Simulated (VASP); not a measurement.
# SnSe (Pnma) in VASP: single point with PBE

Aim: the single point of SnSe with PBE.

All numbers are computed with VASP 6.6.1; they aren't measurements. Logs are shortened: lines on timing, memory, paths and dates and some standing lists are left out, and cuts for length are marked.

## 1. The cell of the first run

Symmetry: Pnma, No. 62, orthorhombic system. The conventional cell has a = 11.504 Å, b = 4.047 Å, c = 4.594 Å, α = 90.00°, β = 90.00°, γ = 90.00°. Sn (site symmetry m) has 6 Se at 2.75 to 3.48 Å and 2 Sn at 3.54 Å within 3.6 Å. Within 3.6 Å of Se (site symmetry m) lie 6 Sn at 2.75 to 3.48 Å.

## 2. Single point, PBE (strain -2.0%)

File INCAR:

```
PREC     = Accurate       # precision mode
ENCUT    = 520            # plane-wave cutoff, eV
EDIFF    = 1E-6           # SCF threshold, eV
ISMEAR   = -1             # smearing method
SIGMA    = 0.02           # smearing width, eV
LREAL    = F              # projectors in reciprocal space
LASPH    = T              # aspherical terms in the spheres
NELM     = 100            # most SCF steps
ALGO     = Normal         # electronic algorithm
ISIF     = 2              # what is computed and relaxed
LWAVE    = F              # write WAVECAR
LCHARG   = T              # write CHGCAR
GGA      = PE             # functional
LELF     = T              # ELF
LVHAR    = T            
NBANDS   = 50             # bands
```

File KPOINTS:

```
Automatic mesh
0
Gamma
  2 6 6
```

File POSCAR:

```
SnSe
1.0
   11.5044727694      0.0000000000      0.0000000000
    0.0000000000      4.0468843501      0.0000000000
    0.0000000000      0.0000000000      4.5943214213
Sn Se
4 4
Direct
    0.6171993920      0.7500000000      0.3842467466
    0.8828006080      0.2500000000      0.8842467466
    0.3828006080      0.2500000000      0.6157532534
    0.1171993920      0.7500000000      0.1157532534
    0.1468752012      0.2500000000      0.5146117289
    0.6468752012      0.2500000000      0.9853882711
    0.3531247988      0.7500000000      0.0146117289
    0.8531247988      0.7500000000      0.4853882711
```

Potentials or basis: VASP PAW PBE potentials, release 64 (Sn_d, Se).

The run is started by

```sh
> cat potpaw_PBE.64/Sn_d/POTCAR potpaw_PBE.64/Se/POTCAR > POTCAR
> mpirun -np 1 vasp_std > vasp.out
```

OUTCAR:

```text
PREC = Accurate
   ENCUT = 520
   EDIFF = 1E-6
   ISMEAR = -1
   LREAL = F
   LASPH = T
   NELM = 100
   ISIF = 2
   GGA = PE

 ion  position               nearest neighbor table
   1  0.617  0.750  0.384-   6 2.75   6 2.75   8 2.75   3 3.54   3 3.54
   2  0.883  0.250  0.884-   8 2.75   8 2.75   6 2.75   4 3.54   4 3.54
   3  0.383  0.250  0.616-   7 2.75   7 2.75   5 2.75   1 3.54   1 3.54
   4  0.117  0.750  0.116-   5 2.75   5 2.75   7 2.75   2 3.54   2 3.54
   5  0.147  0.250  0.515-   4 2.75   4 2.75   3 2.75
   6  0.647  0.250  0.985-   1 2.75   1 2.75   2 2.75
   7  0.353  0.750  0.015-   3 2.75   3 2.75   4 2.75
   8  0.853  0.750  0.485-   2 2.75   2 2.75   1 2.75

  LATTYP: Found a simple orthorhombic cell.
 ALAT       =     4.0468843501
 B/A-ratio  =     1.1352737128
 C/A-ratio  =     2.8427975139

  Lattice vectors:

 A1 = (   0.0000000000,   4.0468843501,   0.0000000000)
 A2 = (   0.0000000000,   0.0000000000,   4.5943214213)
 A3 = (  11.5044727694,   0.0000000000,   0.0000000000)

Analysis of symmetry for initial positions (statically):
=====================================================================
 Subroutine PRICEL returns:
 Original cell was already a primitive cell.

 Routine SETGRP: Setting up the symmetry group for a
 simple orthorhombic supercell.

 Subroutine GETGRP returns: Found  8 space group operations
 (whereof  2 operations were pure point group operations)
 out of a pool of  8 trial point group operations.

The static configuration has the point symmetry S_2 .
 The point group associated with its full space group is D_2h.

Analysis of symmetry for dynamics (positions and initial velocities):
=====================================================================
 Subroutine PRICEL returns:
 Original cell was already a primitive cell.

 Routine SETGRP: Setting up the symmetry group for a
 simple orthorhombic supercell.

 Subroutine GETGRP returns: Found  8 space group operations
 (whereof  2 operations were pure point group operations)
 out of a pool of  8 trial point group operations.

The dynamic configuration has the point symmetry S_2 .
 The point group associated with its full space group is D_2h.

 Subroutine INISYM returns: Found  8 space group operations
 (whereof  2 operations are pure point group operations),
 and found     1 'primitive' translations

----------------------------------------------------------------------------------------

                                     Primitive cell

  volume of cell :     213.8991

  direct lattice vectors                    reciprocal lattice vectors
    11.504472769  0.000000000  0.000000000     0.086922714  0.000000000  0.000000000
     0.000000000  4.046884350  0.000000000     0.000000000  0.247103676  0.000000000
     0.000000000  0.000000000  4.594321421     0.000000000  0.000000000  0.217660000

  length of vectors
    11.504472769  4.046884350  4.594321421     0.086922714  0.247103676  0.217660000

  position of ions in fractional coordinates (direct lattice)
     0.617199392  0.750000000  0.384246747
     0.882800608  0.250000000  0.884246747
     0.382800608  0.250000000  0.615753253
     0.117199392  0.750000000  0.115753253
     0.146875201  0.250000000  0.514611729
     0.646875201  0.250000000  0.985388271
     0.353124799  0.750000000  0.014611729
     0.853124799  0.750000000  0.485388271

  ion indices of the primitive-cell ions
   primitive index   ion index
                 1           1
                 2           2
                 3           3
                 4           4
                 5           5
                 6           6
                 7           7
                 8           8

----------------------------------------------------------------------------------------

 KPOINTS: Automatic mesh

Automatic generation of k-mesh.
 Grid dimensions read from file:
 generate k-points for:    2    6    6

 Generating k-lattice:

  Cartesian coordinates                     Fractional coordinates (reciprocal lattice)
     0.043461357  0.000000000  0.000000000     0.500000000  0.000000000  0.000000000
     0.000000000  0.041183946  0.000000000     0.000000000  0.166666667  0.000000000
     0.000000000  0.000000000  0.036276667     0.000000000  0.000000000  0.166666667

  Length of vectors
     0.043461357  0.041183946  0.036276667

  Shift w.r.t. Gamma in fractional coordinates (k-lattice)
     0.000000000  0.000000000  0.000000000

 Subroutine IBZKPT returns following result:
 ===========================================

 Found     32 irreducible k-points:

 Following reciprocal coordinates:
            Coordinates               Weight
  0.000000  0.000000  0.000000      1.000000
  0.500000  0.000000  0.000000      1.000000
  0.000000  0.166667  0.000000      2.000000
  0.500000  0.166667  0.000000      2.000000
  0.000000  0.333333  0.000000      2.000000
  0.500000  0.333333  0.000000      2.000000
[... 16 lines left out ...]
  0.000000  0.500000  0.333333      2.000000
  0.500000  0.500000  0.333333      2.000000
 [... further k-points ...]
   k-points           NKPTS =     32   k-points in BZ     NKDIM =     32   number of bands    NBANDS=     50
   number of dos      NEDOS =    301   number of ions     NIONS =      8
   total plane-waves  NPLWV =  97200
   dimension x,y,z NGX =    90 NGY =   30 NGZ =   36
   dimension x,y,z NGXF=   180 NGYF=   60 NGZF=   72
   ions per type =               4   4
   NGX,Y,Z   is equivalent  to a cutoff of  13.01, 12.32, 13.03 a.u.
   NGXF,Y,Z  is equivalent  to a cutoff of  26.01, 24.65, 26.05 a.u.
 SYSTEM =  unknown system
   PREC   = accura    normal or accurate (medium, high low for compatibility)
   ISTART =      0    job   : 0-new  1-cont  2-samecut
   ICHARG =      2    charge: 1-file 2-atom 10-const
   ISPIN  =      1    spin polarized calculation?
   LNONCOLLINEAR =      F non collinear calculations
   LSORBIT =      F    spin-orbit coupling
   LASPH  =      T    aspherical Exc in radial PAW
   ENCUT  =  520.0 eV  38.22 Ry    6.18 a.u.  21.39  7.52  8.54*2*pi/ulx,y,z
   NELM   =    100;   NELMIN=  2; NELMDL= -5     # of ELM steps
   EDIFF  = 0.1E-05   stopping-criterion for ELM
   LREAL  =      F    real-space projection
   EDIFFG = 0.1E-04   stopping-criterion for IOM
   NSW    =      0    number of steps for IOM
   IBRION =     -1    ionic relax: 0-MD 1-quasi-New 2-CG
   NFREE  =      0    steps in history (QN), initial steepest desc. (CG)
   ISIF   =      2    stress and relaxation
   ISYM   =      2    0-nonsym 1-usesym 2-fastsym
   POTIM  = 0.5000    time-step for ionic-motion
   TEBEG  =    0.0;   TEEND  =   0.0 temperature during run
   PSTRESS=    0.0 pullay stress
   NELECT =      80.0000    total number of electrons
   NUPDOWN=      -1.0000    fix difference up-down
   EMIN   =  10.00;   EMAX   =-10.00  energy-range for DOS
   EFERMI =   0.00;   METHOD = LEGACY
   ISMEAR =    -1;   SIGMA  =   0.02  broadening in eV -4-tet -1-fermi 0-gaus
   EFERMI_NEDOS =   21; number of points for ismear=-14 and -15
   IALGO  =     38    algorithm
   IMIX   =      4    mixing-type and parameters
     AMIX     =   0.40;   BMIX     =  1.00
     AMIX_MAG =   1.60;   BMIX_MAG =  1.00
  volume/ion in A,a.u.               =      26.74       180.43
  Fermi-wavevector in a.u.,A,eV,Ry     =   1.179511  2.228952 18.929042  1.391245
  Thomas-Fermi vector in A             =   2.315820
   LORBIT       =      0    0 simple, 1 ext, 2 COOP (PROOUT), +10 PAW based schemes
   GGA     = PE    functional components
[... 5 lines left out ...]
 non-spin polarized calculation
  energy-cutoff  :      520.00
  volume of cell :      213.90
 maximum number of plane-waves:      5809
 NGX is ok and might be reduce to    90
   NGX = 43   NGY = 15   NGZ = 17

 number of electron      80.0000016 magnetization

 Free energy of the ion-electron system (eV)
  ---------------------------------------------------
  ext. energy  EPLUGINS =         0.00000000
  ---------------------------------------------------
  free energy    TOTEN  =       -32.72493364 eV

  energy without entropy =      -32.72493358  energy(sigma->0) =      -32.72493361

 E-fermi :   5.7025     XC(G=0):  -9.6769

 val. band max:        5.4414997912   @ k =   0.0000   0.0000   0.3333
 cond. band min:       5.9628843860   @ k =   0.0000   0.3333   0.0000
 fundamental gap:      0.5213845947
 Fermi energy:         5.7025346293

 k-point     1 :       0.0000    0.0000    0.0000
  band No.  band energies     occupation
      1     -15.9053      2.00000
      2     -15.8890      2.00000
      3     -15.8882      2.00000
      4     -15.8790      2.00000
      5     -15.8774      2.00000
      6     -15.8742      2.00000
[... 42 lines left out ...]
     49      10.1093      0.00000
     50      10.4753      0.00000

 k-point     2 :       0.5000    0.0000    0.0000
  band No.  band energies     occupation
      1     -15.8995      2.00000
      2     -15.8995      2.00000
      3     -15.8815      2.00000
      4     -15.8815      2.00000
      5     -15.8763      2.00000
      6     -15.8763      2.00000
[... 42 lines left out ...]
     49      10.1654      0.00000
     50      10.1654      0.00000

 k-point     3 :       0.0000    0.1667    0.0000
  band No.  band energies     occupation
      1     -15.8982      2.00000
      2     -15.8874      2.00000
      3     -15.8817      2.00000
      4     -15.8810      2.00000
      5     -15.8761      2.00000
      6     -15.8751      2.00000
[... 42 lines left out ...]
     49       9.5180      0.00000
     50      10.5675      0.00000

 k-point     4 :       0.5000    0.1667    0.0000
  band No.  band energies     occupation
      1     -15.8937      2.00000
      2     -15.8937      2.00000
      3     -15.8803      2.00000
      4     -15.8803      2.00000
      5     -15.8765      2.00000
      6     -15.8765      2.00000
[... 999 lines left out ...]
 k-point    23 :       0.0000    0.5000    0.3333
  band No.  band energies     occupation
      1     -15.9004      2.00000
      2     -15.9004      2.00000
      3     -15.8941      2.00000
      4     -15.8941      2.00000
      5     -15.8700      2.00000
      6     -15.8700      2.00000
[... 42 lines left out ...]
     49      10.1386      0.00000
     50      10.1386      0.00000

 k-point    24 :       0.5000    0.5000    0.3333
  band No.  band energies     occupation
      1     -15.8974      2.00000
      2     -15.8974      2.00000
      3     -15.8974      2.00000
      4     -15.8974      2.00000
      5     -15.8674      2.00000
      6     -15.8674      2.00000
[... 42 lines left out ...]
     49      11.0316      0.00000
     50      11.0316      0.00000

 [... further k-points ...]
[... 5 lines left out ...]
  --------------------------------------------------------------------------------------
  -------------------------------------------------------------------------------------
  Total        3.7226986      5.0566930      3.4072452      0.0000000     -0.0000000      0.0000000
  in kB       27.8842887     37.8763639     25.5214346      0.0000000     -0.0000000      0.0000000
  external PRESSURE =      30.4273624 kB  Pullay stress =       0.0000000 kB

 VOLUME and BASIS-vectors are now :
 -----------------------------------------------------------------------------
  energy-cutoff  :      520.00
  volume of cell :      213.90
      direct lattice vectors                 reciprocal lattice vectors
    11.504472769  0.000000000  0.000000000     0.086922714  0.000000000  0.000000000
     0.000000000  4.046884350  0.000000000     0.000000000  0.247103676  0.000000000
     0.000000000  0.000000000  4.594321421     0.000000000  0.000000000  0.217660000

 POSITION                                       TOTAL-FORCE (eV/Angst)
 -----------------------------------------------------------------------------------
      7.10055      3.03516      1.76535        -0.179530     -0.000000      0.179174
     10.15616      1.01172      4.06251         0.179530      0.000000      0.179174
      4.40392      1.01172      2.82897         0.179530     -0.000000     -0.179174
      1.34832      3.03516      0.53181        -0.179530     -0.000000     -0.179174
      1.68972      1.01172      2.36429        -0.137687     -0.000000      0.191311
      7.44196      1.01172      4.52719        -0.137687     -0.000000     -0.191311
      4.06251      3.03516      0.06713         0.137687     -0.000000      0.191311
      9.81475      3.03516      2.23003         0.137687     -0.000000     -0.191311
 -----------------------------------------------------------------------------------
    total drift:                               -0.000000     -0.000000     -0.000000

  FREE ENERGIE OF THE ION-ELECTRON SYSTEM (eV)
  ---------------------------------------------------
  free  energy   TOTEN  =       -32.7249336446 eV

  energy  without entropy=      -32.7249335750  energy(sigma->0) =      -32.72493361
```

Wall time 7.9 min (1 thread of AMD EPYC 7R43 (Zen 3), shared host); peak memory 0.41 GiB.

Results:

| Item | Value |
| --- | --- |
| Free energy | -32.7249 eV |
| Pressure | 3.0 GPa |
| Largest force | 0.254 eV/Å |
| Band gap on the k mesh | 0.52 eV, indirect (least direct gap 0.88 eV) |

Forces in eV/Å, atoms in the order of the input:
```
Sn  -0.180  0.000  0.179
Sn   0.180  0.000  0.179
Sn   0.180  0.000 -0.179
Sn  -0.180  0.000 -0.179
Se  -0.138  0.000  0.191
Se  -0.138  0.000 -0.191
Se   0.138  0.000  0.191
Se   0.138  0.000 -0.191
```

Stress tensor (GPa, compression positive):
```
2.79 0.00 0.00
0.00 3.79 0.00
0.00 0.00 2.55
```

Caveat: the cell differs from its parent crystal (strain -2.0%); spin-orbit coupling is left out, which moves the levels of the heavy elements. A k mesh can miss the band edges.
